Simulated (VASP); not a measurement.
# ScTeAs3 (Pm-3m) in VASP: single point with PBE

Aim: the single point of ScTeAs3 with PBE.

All numbers are computed with VASP 6.6.1; they aren't measurements. Logs are shortened: lines on timing, memory, paths and dates and some standing lists are left out, and cuts for length are marked.

### Step 1. The cell of the first run

Symmetry: Pm-3m, No. 221, cubic system. The conventional cell has a = 4.942 Å, b = 4.942 Å, c = 4.942 Å, α = 90.00°, β = 90.00°, γ = 90.00°. Within 3.3 Å of Sc (site symmetry m-3m) lie 6 As at 2.47 Å. Within 4.6 Å of Te (site symmetry m-3m) lie 12 As at 3.49 Å and 8 Sc at 4.28 Å. As (site symmetry 4/mmm) has 2 Sc at 2.47 Å within 3.3 Å.

### Step 2. Single point, PBE

The input, INCAR:

```
SYSTEM = ScTeAs3
PREC = Accurate
ENCUT = 520
EDIFF = 1E-7
ISMEAR = 0
SIGMA = 0.1
LREAL = .FALSE.
LASPH = .TRUE.
NELM = 60
ALGO = Normal
ISIF = 2
LWAVE = .FALSE.
LCHARG = .FALSE.
GGA = PE
NBANDS = 24
```

The input, KPOINTS:

```
regular mesh
0
G
  4 4 4
  0 0 0
```

The input, POSCAR:

```
ScTeAs3
1.0
    4.9416874500      0.0000000000      0.0000000000
    0.0000000000      4.9416874500      0.0000000000
    0.0000000000      0.0000000000      4.9416874500
Sc Te As
1 1 3
Direct
    0.5000000000      0.5000000000      0.5000000000
    0.0000000000      0.0000000000      0.0000000000
    0.0000000000      0.5000000000      0.5000000000
    0.5000000000      0.0000000000      0.5000000000
    0.5000000000      0.5000000000      0.0000000000
```

Potentials or basis: VASP PAW PBE potentials, release 64 (Sc_sv, Te, As).

On the command line:

```sh
cat potpaw_PBE.64/Sc_sv/POTCAR potpaw_PBE.64/Te/POTCAR potpaw_PBE.64/As/POTCAR > POTCAR
mpirun -np 1 vasp_std > vasp.out
```

OUTCAR:

```text
SYSTEM = ScTeAs3
   PREC = Accurate
   ENCUT = 520
   EDIFF = 1E-7
   ISMEAR = 0
   LREAL = .FALSE.
   LASPH = .TRUE.
   NELM = 60
   ISIF = 2
   GGA = PE

 ion  position               nearest neighbor table
   1  0.500  0.500  0.500-   3 2.47   4 2.47   5 2.47   5 2.47   4 2.47   3 2.47
   2  0.000  0.000  0.000-
   3  0.000  0.500  0.500-   1 2.47   1 2.47
   4  0.500  0.000  0.500-   1 2.47   1 2.47
   5  0.500  0.500  0.000-   1 2.47   1 2.47

  LATTYP: Found a simple cubic cell.
 ALAT       =     4.9416874500

  Lattice vectors:

 A1 = (   4.9416874500,   0.0000000000,   0.0000000000)
 A2 = (   0.0000000000,   4.9416874500,   0.0000000000)
 A3 = (   0.0000000000,   0.0000000000,   4.9416874500)

Analysis of symmetry for initial positions (statically):
=====================================================================
 Subroutine PRICEL returns:
 Original cell was already a primitive cell.

 Routine SETGRP: Setting up the symmetry group for a
 simple cubic supercell.

 Subroutine GETGRP returns: Found 48 space group operations
 (whereof 48 operations were pure point group operations)
 out of a pool of 48 trial point group operations.

The static configuration has the point symmetry O_h .

Analysis of symmetry for dynamics (positions and initial velocities):
=====================================================================
 Subroutine PRICEL returns:
 Original cell was already a primitive cell.

 Routine SETGRP: Setting up the symmetry group for a
 simple cubic supercell.

 Subroutine GETGRP returns: Found 48 space group operations
 (whereof 48 operations were pure point group operations)
 out of a pool of 48 trial point group operations.

The dynamic configuration has the point symmetry O_h .

 Subroutine INISYM returns: Found 48 space group operations
 (whereof 48 operations are pure point group operations),
 and found     1 'primitive' translations

----------------------------------------------------------------------------------------

                                     Primitive cell

  volume of cell :     120.6774

  direct lattice vectors                    reciprocal lattice vectors
     4.941687450  0.000000000  0.000000000     0.202360026  0.000000000  0.000000000
     0.000000000  4.941687450  0.000000000     0.000000000  0.202360026  0.000000000
     0.000000000  0.000000000  4.941687450     0.000000000  0.000000000  0.202360026

  length of vectors
     4.941687450  4.941687450  4.941687450     0.202360026  0.202360026  0.202360026

[... 74 lines left out ...]
   NSW    =      0    number of steps for IOM
   IBRION =     -1    ionic relax: 0-MD 1-quasi-New 2-CG
   NFREE  =      0    steps in history (QN), initial steepest desc. (CG)
   ISIF   =      2    stress and relaxation
   ISYM   =      2    0-nonsym 1-usesym 2-fastsym
   POTIM  = 0.5000    time-step for ionic-motion
   TEBEG  =    0.0;   TEEND  =   0.0 temperature during run
   PSTRESS=    0.0 pullay stress
   NELECT =      32.0000    total number of electrons
   NUPDOWN=      -1.0000    fix difference up-down
   EMIN   =  10.00;   EMAX   =-10.00  energy-range for DOS
   EFERMI =   0.00;   METHOD = LEGACY
   ISMEAR =     0;   SIGMA  =   0.10  broadening in eV -4-tet -1-fermi 0-gaus
   EFERMI_NEDOS =   21; number of points for ismear=-14 and -15
   IALGO  =     38    algorithm
   IMIX   =      4    mixing-type and parameters
     AMIX     =   0.40;   BMIX     =  1.00
     AMIX_MAG =   1.60;   BMIX_MAG =  1.00
  volume/ion in A,a.u.               =      24.14       162.87
  Fermi-wavevector in a.u.,A,eV,Ry     =   1.051759  1.987536 15.050722  1.106197
  Thomas-Fermi vector in A             =   2.186815
   LORBIT       =      0    0 simple, 1 ext, 2 COOP (PROOUT), +10 PAW based schemes
   GGA     = PE    functional components
   LHFCALC =     F    Hartree Fock is set to
   AEXX    =    0.0000 exact exchange contribution
   IVDW    =     0    specifies the selected vdW correction
   LEPSILON=     F    determine dielectric tensor
   LRPA    =     F    only Hartree local field effects (RPA)
 non-spin polarized calculation
 Gauss-broadening in eV      SIGMA  =   0.10
  energy-cutoff  :      520.00
  volume of cell :      120.68
 maximum number of plane-waves:      3294
 NGX is ok and might be reduce to    40
   NGX = 19   NGY = 19   NGZ = 19

 number of electron      31.9999990 magnetization

 Free energy of the ion-electron system (eV)
  ---------------------------------------------------
  ext. energy  EPLUGINS =         0.00000000
  ---------------------------------------------------
  free energy    TOTEN  =       -21.56654377 eV

  energy without entropy =      -21.52255779  energy(sigma->0) =      -21.54455078

 E-fermi :   4.6670     XC(G=0):  -9.8343

 val. band max:        4.6642866038   @ k =   0.2500   0.2500   0.0000
 cond. band min:       4.6741833360   @ k =   0.0000   0.0000   0.0000
 fundamental gap:      0.0098967322
 Fermi energy:         4.6669504371

 k-point     1 :       0.0000    0.0000    0.0000
  band No.  band energies     occupation
      1     -43.2954      2.00000
      2     -22.1231      2.00000
      3     -22.1231      2.00000
      4     -22.1231      2.00000
      5      -7.8300      2.00000
      6      -5.0569      2.00000
[... 259 lines left out ...]
     23       9.6305      0.00000
     24      11.1325      0.00000

------------------------ aborting loop because EDIFF is reached ----------------------------------------

  FORCE on cell =-STRESS in cart. coord.  units (eV):
  Direction    XX          YY          ZZ          XY          YZ          ZX
  --------------------------------------------------------------------------------------
  -------------------------------------------------------------------------------------
  Total        5.4339687      5.4339687      5.4339687     -0.0000000      0.0000000     -0.0000000
  in kB       72.1442782     72.1442782     72.1442782     -0.0000000      0.0000000     -0.0000000
  external PRESSURE =      72.1442782 kB  Pullay stress =       0.0000000 kB

 VOLUME and BASIS-vectors are now :
 -----------------------------------------------------------------------------
  energy-cutoff  :      520.00
  volume of cell :      120.68
      direct lattice vectors                 reciprocal lattice vectors
     4.941687450  0.000000000  0.000000000     0.202360026  0.000000000  0.000000000
     0.000000000  4.941687450  0.000000000     0.000000000  0.202360026  0.000000000
     0.000000000  0.000000000  4.941687450     0.000000000  0.000000000  0.202360026

 POSITION                                       TOTAL-FORCE (eV/Angst)
 -----------------------------------------------------------------------------------
      2.47084      2.47084      2.47084         0.000000      0.000000      0.000000
      0.00000      0.00000      0.00000         0.000000      0.000000      0.000000
      0.00000      2.47084      2.47084         0.000000      0.000000      0.000000
      2.47084      0.00000      2.47084         0.000000      0.000000      0.000000
      2.47084      2.47084      0.00000         0.000000      0.000000      0.000000
 -----------------------------------------------------------------------------------
    total drift:                                0.000000      0.000000     -0.000000

  FREE ENERGIE OF THE ION-ELECTRON SYSTEM (eV)
  ---------------------------------------------------
  free  energy   TOTEN  =       -21.5665437699 eV

  energy  without entropy=      -21.5225577872  energy(sigma->0) =      -21.54455078
```

stdout:

```text
POSCAR found type information on POSCAR ScTeAs
 POSCAR found :  3 types and       5 ions
 scaLAPACK will be used
 LDA part: xc-table for (Slater+PW92), standard interpolation
 POSCAR, INCAR and KPOINTS ok, starting setup
 FFT: planning ... GRIDC
 FFT: planning ... GRID_SOFT
 FFT: planning ... GRID
 WAVECAR not read
 entering main loop
```

It took 25 s on 1 thread of Intel Xeon Platinum 8488C (Sapphire Rapids), shared host; peak memory 0.25 GiB.

Results:

```
Free energy            : -21.5665 eV
Pressure               : 7.2 GPa
Band gap on the k mesh : zero (band 16 reaches 5.69 eV, above the bottom of band 17 at 3.60 eV)
```

Levels at points of the mesh, in eV from the Fermi level:
```tsv
k point	band 11	band 12	band 13	band 14	band 15	band 16	band 17	band 18	band 19	band 20
(0.00, 0.00, 0.00)	-3.87	-0.16	-0.16	-0.16	0.01	0.01	0.01	1.61	1.61	1.61
(0.50, 0.00, 0.00)	-2.60	-2.32	-2.32	-1.29	-0.99	-0.58	0.47	0.47	1.05	1.05
(0.50, 0.50, 0.00)	-2.88	-2.88	-1.79	-1.78	-1.78	-1.60	-1.06	1.74	1.74	1.87
(0.50, 0.50, 0.50)	-4.87	-4.53	-1.75	-1.75	1.02	1.02	1.02	1.96	1.96	1.96
```

Caveat: spin-orbit coupling is left out, which moves the levels of the heavy elements.
